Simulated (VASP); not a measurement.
# Li2O (Fm-3m) in VASP: further runs

Runs on Li2O. Level: PBEsol. Tasks: single point.

Program: VASP 6.6.1. These are calculated values, not measurements. Logs are shortened: lines on timing, memory, paths and dates and some standing lists are left out, and cuts for length are marked.

### 1 The cell of the first run

The structure is cubic, space group Fm-3m (No. 225). Conventional cell: a = 4.618 Å, b = 4.618 Å, c = 4.618 Å, α = 90.00°, β = 90.00°, γ = 90.00°. Li (site symmetry -43m) has 4 O at 2.00 Å and 6 Li at 2.31 Å within 2.6 Å. O (site symmetry m-3m) has 8 Li at 2.00 Å within 2.6 Å.

### 2 Single point, PBEsol

INCAR

```
PREC     = Accurate       # precision mode
ENCUT    = 750            # plane-wave cutoff, eV
EDIFF    = 1E-6           # SCF threshold, eV
ISMEAR   = 0              # smearing method
SIGMA    = 0.01           # smearing width, eV
LREAL    = False          # projectors in reciprocal space
LASPH    = True           # aspherical terms in the spheres
NELM     = 120            # most SCF steps
ALGO     = Normal         # electronic algorithm
ISIF     = 2              # what is computed and relaxed
LWAVE    = False          # write WAVECAR
LCHARG   = True           # write CHGCAR
GGA      = PS             # functional
LELF     = True           # ELF
LVHAR    = True         
NBANDS   = 13             # bands
GGA_COMPAT= False
```

KPOINTS

```
Automatic mesh
0
Gamma
  8 8 8
```

POSCAR

```
Li2O
1.0
    2.3091863336      2.3091863336      0.0000000000
   -2.3091863336      2.3091863336      0.0000000000
    0.0000000000      2.3091863336      2.3091863336
Li O
2 1
Direct
    0.2500000000      0.7500000000      0.5000000000
    0.7500000000      0.2500000000      0.5000000000
    0.0000000000      0.0000000000      0.0000000000
```

Potentials or basis: VASP PAW PBE potentials, release 64 (Li_sv, O).

Launch:

```console
cat potpaw_PBE.64/Li_sv/POTCAR potpaw_PBE.64/O/POTCAR > POTCAR
mpirun -np 1 vasp_std > vasp.out
```

OUTCAR:

```text
PREC = Accurate
   ENCUT = 750
   EDIFF = 1E-6
   ISMEAR = 0
   LREAL = False
   LASPH = True
   NELM = 120
   ISIF = 2
   GGA = PS

 ion  position               nearest neighbor table
   1  0.250  0.750  0.500-   3 2.00   3 2.00   3 2.00   3 2.00   2 2.31   2 2.31   2 2.31   2 2.31
                             2 2.31   2 2.31
   2  0.750  0.250  0.500-   3 2.00   3 2.00   3 2.00   3 2.00   1 2.31   1 2.31   1 2.31   1 2.31
                             1 2.31   1 2.31
   3  0.000  0.000  0.000-   2 2.00   1 2.00   1 2.00   2 2.00   1 2.00   2 2.00   2 2.00   1 2.00

  LATTYP: Found a face centered cubic cell.
 ALAT       =     4.6183726672

  Lattice vectors:

 A1 = (   0.0000000000,   2.3091863336,   2.3091863336)
 A2 = (   2.3091863336,   0.0000000000,   2.3091863336)
 A3 = (   2.3091863336,   2.3091863336,   0.0000000000)

Analysis of symmetry for initial positions (statically):
=====================================================================
 Subroutine PRICEL returns:
 Original cell was already a primitive cell.

 Routine SETGRP: Setting up the symmetry group for a
 face centered cubic supercell.

 Subroutine GETGRP returns: Found 48 space group operations
 (whereof 48 operations were pure point group operations)
 out of a pool of 48 trial point group operations.

The static configuration has the point symmetry O_h .

Analysis of symmetry for dynamics (positions and initial velocities):
=====================================================================
 Subroutine PRICEL returns:
 Original cell was already a primitive cell.

 Routine SETGRP: Setting up the symmetry group for a
 face centered cubic supercell.

 Subroutine GETGRP returns: Found 48 space group operations
 (whereof 48 operations were pure point group operations)
 out of a pool of 48 trial point group operations.

The dynamic configuration has the point symmetry O_h .

 Subroutine INISYM returns: Found 48 space group operations
 (whereof 48 operations are pure point group operations),
 and found     1 'primitive' translations

----------------------------------------------------------------------------------------

                                     Primitive cell

  volume of cell :      24.6267

  direct lattice vectors                    reciprocal lattice vectors
     2.309186334  2.309186334  0.000000000     0.216526485  0.216526485 -0.216526485
    -2.309186334  2.309186334  0.000000000    -0.216526485  0.216526485 -0.216526485
     0.000000000  2.309186334  2.309186334     0.000000000  0.000000000  0.433052970

  length of vectors
     3.265682631  3.265682631  3.265682631     0.375034873  0.375034873  0.433052970

  position of ions in fractional coordinates (direct lattice)
     0.250000000  0.750000000  0.500000000
     0.750000000  0.250000000  0.500000000
     0.000000000  0.000000000  0.000000000

  ion indices of the primitive-cell ions
   primitive index   ion index
                 1           1
                 2           2
                 3           3

----------------------------------------------------------------------------------------

 KPOINTS: Automatic mesh

Automatic generation of k-mesh.
 Grid dimensions read from file:
 generate k-points for:    8    8    8

 Generating k-lattice:

  Cartesian coordinates                     Fractional coordinates (reciprocal lattice)
     0.027065811  0.027065811 -0.027065811     0.125000000  0.000000000  0.000000000
    -0.027065811  0.027065811 -0.027065811     0.000000000  0.125000000  0.000000000
     0.000000000  0.000000000  0.054131621     0.000000000  0.000000000  0.125000000

  Length of vectors
     0.046879359  0.046879359  0.054131621

  Shift w.r.t. Gamma in fractional coordinates (k-lattice)
     0.000000000  0.000000000  0.000000000

 Subroutine IBZKPT returns following result:
 ===========================================

 Found     29 irreducible k-points:

 Following reciprocal coordinates:
            Coordinates               Weight
  0.000000  0.000000  0.000000      1.000000
  0.125000  0.000000  0.000000      8.000000
  0.250000  0.000000  0.000000      8.000000
  0.375000  0.000000  0.000000      8.000000
  0.500000  0.000000  0.000000      4.000000
  0.125000  0.125000  0.000000     12.000000
[... 16 lines left out ...]
  0.375000  0.250000  0.125000     48.000000
  0.500000  0.250000  0.125000     24.000000
 [... further k-points ...]
   k-points           NKPTS =     29   k-points in BZ     NKDIM =     29   number of bands    NBANDS=     13
   number of dos      NEDOS =    301   number of ions     NIONS =      3
   total plane-waves  NPLWV =  27000
   dimension x,y,z NGX =    30 NGY =   30 NGZ =   30
   dimension x,y,z NGXF=    60 NGYF=   60 NGZF=   60
   ions per type =               2   1
   NGX,Y,Z   is equivalent  to a cutoff of  15.27, 15.27, 15.27 a.u.
   NGXF,Y,Z  is equivalent  to a cutoff of  30.54, 30.54, 30.54 a.u.
 SYSTEM =  unknown system
   PREC   = accura    normal or accurate (medium, high low for compatibility)
   ISTART =      0    job   : 0-new  1-cont  2-samecut
   ICHARG =      2    charge: 1-file 2-atom 10-const
   ISPIN  =      1    spin polarized calculation?
   LNONCOLLINEAR =      F non collinear calculations
   LSORBIT =      F    spin-orbit coupling
   LASPH  =      T    aspherical Exc in radial PAW
   ENCUT  =  750.0 eV  55.12 Ry    7.42 a.u.   7.29  7.29  7.29*2*pi/ulx,y,z
   NELM   =    120;   NELMIN=  2; NELMDL= -5     # of ELM steps
   EDIFF  = 0.1E-05   stopping-criterion for ELM
   LREAL  =      F    real-space projection
   EDIFFG = 0.1E-04   stopping-criterion for IOM
   NSW    =      0    number of steps for IOM
   IBRION =     -1    ionic relax: 0-MD 1-quasi-New 2-CG
   NFREE  =      0    steps in history (QN), initial steepest desc. (CG)
   ISIF   =      2    stress and relaxation
   ISYM   =      2    0-nonsym 1-usesym 2-fastsym
   POTIM  = 0.5000    time-step for ionic-motion
   TEBEG  =    0.0;   TEEND  =   0.0 temperature during run
   PSTRESS=    0.0 pullay stress
   NELECT =      12.0000    total number of electrons
   NUPDOWN=      -1.0000    fix difference up-down
   EMIN   =  10.00;   EMAX   =-10.00  energy-range for DOS
   EFERMI =   0.00;   METHOD = LEGACY
   ISMEAR =     0;   SIGMA  =   0.01  broadening in eV -4-tet -1-fermi 0-gaus
   EFERMI_NEDOS =   21; number of points for ismear=-14 and -15
   IALGO  =     38    algorithm
   IMIX   =      4    mixing-type and parameters
     AMIX     =   0.40;   BMIX     =  1.00
     AMIX_MAG =   1.60;   BMIX_MAG =  1.00
  volume/ion in A,a.u.               =       8.21        55.40
  Fermi-wavevector in a.u.,A,eV,Ry     =   1.288248  2.434436 22.580009  1.659584
  Thomas-Fermi vector in A             =   2.420214
   LORBIT       =      0    0 simple, 1 ext, 2 COOP (PROOUT), +10 PAW based schemes
   GGA     = PS    functional components
   LHFCALC =     F    Hartree Fock is set to
   AEXX    =    0.0000 exact exchange contribution
   IVDW    =     0    specifies the selected vdW correction
   LEPSILON=     F    determine dielectric tensor
   LRPA    =     F    only Hartree local field effects (RPA)
 non-spin polarized calculation
 Gauss-broadening in eV      SIGMA  =   0.01
  energy-cutoff  :      750.00
  volume of cell :       24.63
 maximum number of plane-waves:      1174
 NGX is ok and might be reduce to    30
   NGX = 15   NGY = 15   NGZ = 15

 number of electron      12.0000000 magnetization

 Free energy of the ion-electron system (eV)
  ---------------------------------------------------
  ext. energy  EPLUGINS =         0.00000000
  ---------------------------------------------------
  free energy    TOTEN  =       -14.75467932 eV

  energy without entropy =      -14.75467932  energy(sigma->0) =      -14.75467932

 E-fermi :   1.3278     XC(G=0):  -9.9249

 val. band max:        1.2249627048   @ k =   0.0000   0.0000   0.0000
 cond. band min:       6.0501801911   @ k =   0.5000   0.5000   0.0000
 fundamental gap:      4.8252174862
 Fermi energy:         1.3277786253

 k-point     1 :       0.0000    0.0000    0.0000
  band No.  band energies     occupation
      1     -41.0418      2.00000
      2     -40.6908      2.00000
      3     -14.1303      2.00000
      4       1.2250      2.00000
      5       1.2250      2.00000
      6       1.2250      2.00000
      7       6.3860      0.00000
      8      13.0349      0.00000
      9      13.0349      0.00000
     10      13.0349      0.00000
     11      20.0657      0.00000
     12      20.0658      0.00000
     13      20.0658      0.00000

 k-point     2 :       0.1250    0.0000    0.0000
  band No.  band energies     occupation
      1     -41.0262      2.00000
      2     -40.7023      2.00000
      3     -14.0999      2.00000
      4       0.7031      2.00000
      5       1.1518      2.00000
      6       1.1518      2.00000
      7       6.8078      0.00000
      8      13.0567      0.00000
      9      13.2501      0.00000
     10      13.2501      0.00000
     11      18.7333      0.00000
     12      18.7333      0.00000
     13      20.5879      0.00000

 k-point     3 :       0.2500    0.0000    0.0000
  band No.  band energies     occupation
      1     -40.9830      2.00000
      2     -40.7355      2.00000
      3     -14.0226      2.00000
      4      -0.3546      2.00000
      5       0.9861      2.00000
      6       0.9861      2.00000
      7       7.8088      0.00000
      8      12.8390      0.00000
      9      13.5062      0.00000
     10      13.5062      0.00000
     11      17.8865      0.00000
     12      17.8865      0.00000
     13      21.8821      0.00000
[... 305 lines left out ...]
 k-point    23 :       0.3750    0.2500    0.1250
  band No.  band energies     occupation
      1     -40.9047      2.00000
      2     -40.7975      2.00000
      3     -13.9022      2.00000
      4      -1.0244      2.00000
      5       0.1821      2.00000
      6       0.5740      2.00000
      7       8.5752      0.00000
      8      11.8451      0.00000
      9      14.1912      0.00000
     10      14.6448      0.00000
     11      16.8809      0.00000
     12      20.4003      0.00000
     13      23.5608      0.00000

 k-point    24 :       0.5000    0.2500    0.1250
  band No.  band energies     occupation
      1     -40.8497      2.00000
      2     -40.8491      2.00000
      3     -13.8734      2.00000
      4      -1.2721      2.00000
      5       0.2081      2.00000
      6       0.4063      2.00000
      7       9.0483      0.00000
      8      11.3817      0.00000
      9      14.1661      0.00000
     10      14.5282      0.00000
     11      18.6464      0.00000
     12      18.9987      0.00000
     13      24.0854      0.00000

 [... further k-points ...]

------------------------ aborting loop because EDIFF is reached ----------------------------------------

  FORCE on cell =-STRESS in cart. coord.  units (eV):
  Direction    XX          YY          ZZ          XY          YZ          ZX
  --------------------------------------------------------------------------------------
  -------------------------------------------------------------------------------------
  Total       -0.2958036     -0.2958036     -0.2958036      0.0000000      0.0000000      0.0000000
  in kB      -19.2445210    -19.2445210    -19.2445210      0.0000000      0.0000000      0.0000000
  external PRESSURE =     -19.2445210 kB  Pullay stress =       0.0000000 kB

 VOLUME and BASIS-vectors are now :
 -----------------------------------------------------------------------------
  energy-cutoff  :      750.00
  volume of cell :       24.63
      direct lattice vectors                 reciprocal lattice vectors
     2.309186334  2.309186334  0.000000000     0.216526485  0.216526485 -0.216526485
    -2.309186334  2.309186334  0.000000000    -0.216526485  0.216526485 -0.216526485
     0.000000000  2.309186334  2.309186334     0.000000000  0.000000000  0.433052970

 POSITION                                       TOTAL-FORCE (eV/Angst)
 -----------------------------------------------------------------------------------
     -1.15459      3.46378      1.15459        -0.000000     -0.000000      0.000000
      1.15459      3.46378      1.15459         0.000000      0.000000     -0.000000
      0.00000      0.00000      0.00000        -0.000000      0.000000      0.000000
 -----------------------------------------------------------------------------------
    total drift:                               -0.000000      0.000000     -0.000000

  FREE ENERGIE OF THE ION-ELECTRON SYSTEM (eV)
  ---------------------------------------------------
  free  energy   TOTEN  =       -14.7546793219 eV

  energy  without entropy=      -14.7546793219  energy(sigma->0) =      -14.75467932
```

Run time: 13 s. Hardware: 1 thread of AMD EPYC 7R43 (Zen 3), shared host; peak memory 0.13 GiB.

Results:

| Property | Result |
| --- | --- |
| Free energy | -14.7547 eV |
| Pressure | -1.9 GPa |
| Band gap on the k mesh | 4.83 eV (least direct gap 5.16 eV) |

Caveat: the PAW data sets were made with another functional, which shifts forces and pressure a little.

(Continued in part 2 of 2.)
